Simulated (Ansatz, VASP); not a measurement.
NaF in VASP and in Ansatz

The input INCAR:

```
PREC = Accurate ; ENCUT = 520
EDIFF = 1E-6 ; ISMEAR = 0
SIGMA = 0.05 ; LREAL = False
LASPH = True ; NELM = 100
ALGO = Normal ; ISIF = 2
LWAVE = False ; LCHARG = True
GGA = PE ; LELF = True
LVHAR = True ; NBANDS = 14
```

The input KPOINTS:

```
regular mesh
0
Gamma
  10 10 10
```

POSCAR

```
NaF
1.0
    0.2915078675      2.4778168734      2.4778168734
    2.4778168734      0.2915078675      2.4778168734
    2.4778168734      2.4778168734      0.2915078675
Na F
1 1
Direct
    0.0000000000      0.0000000000      0.0000000000
    0.5000000000      0.5000000000      0.5000000000
```

Input for Ansatz:

```yaml
crystal:
  lattice:
    - [0.2915078675, 2.4778168734, 2.4778168734]
    - [2.4778168734, 0.2915078675, 2.4778168734]
    - [2.4778168734, 2.4778168734, 0.2915078675]
  atoms:
    - { symbol: Na, position: [0.0, 0.0, 0.0] }
    - { symbol: F, position: [0.5, 0.5, 0.5] }
basis:
  ecutwfc: 420
kpoints:
  mp_grid: { grid: [10, 10, 10] }
hamiltonian:
  xc: pbe
scf:
  occupations: { method: gaussian, width: 0.05 }
output:
  forces: true
  stress: true
  eigenvalues: true
```

Alike in both runs: task single point; functional PBE; k mesh 10 × 10 × 10; occupations gaussian, width 0.05 eV; no spin polarisation.

|  | VASP | Ansatz |
| --- | --- | --- |
| version | VASP 6.6.1 | Ansatz 0.2.0 |
| potentials or method | VASP PAW PBE potentials, release 64 (Na_pv, F), cutoff 520 eV | scalar-relativistic, plane waves, PAW |
| valence electrons in the cell | 14 | 16 |

|  | VASP | Ansatz | Ansatz less VASP |
| --- | --- | --- | --- |
| gap on the k mesh at the Fermi level (eV) | 5.80 | 5.82 | +0.018 |
| least direct gap on the mesh (eV) | 5.80 | 5.82 | +0.018 |
| pressure (GPa) | 1.1 | 1.3 | +0.13 |
| traceless stress, the component that is largest in VASP (GPa) | -4.52 | -4.52 | -0.006 |

With one functional, cell and mesh, what is left measures potentials, basis and numerics. VASP's potentials hold 14 valence electrons a cell and Ansatz's 16, so a difference there can come from the potentials and not from the codes.
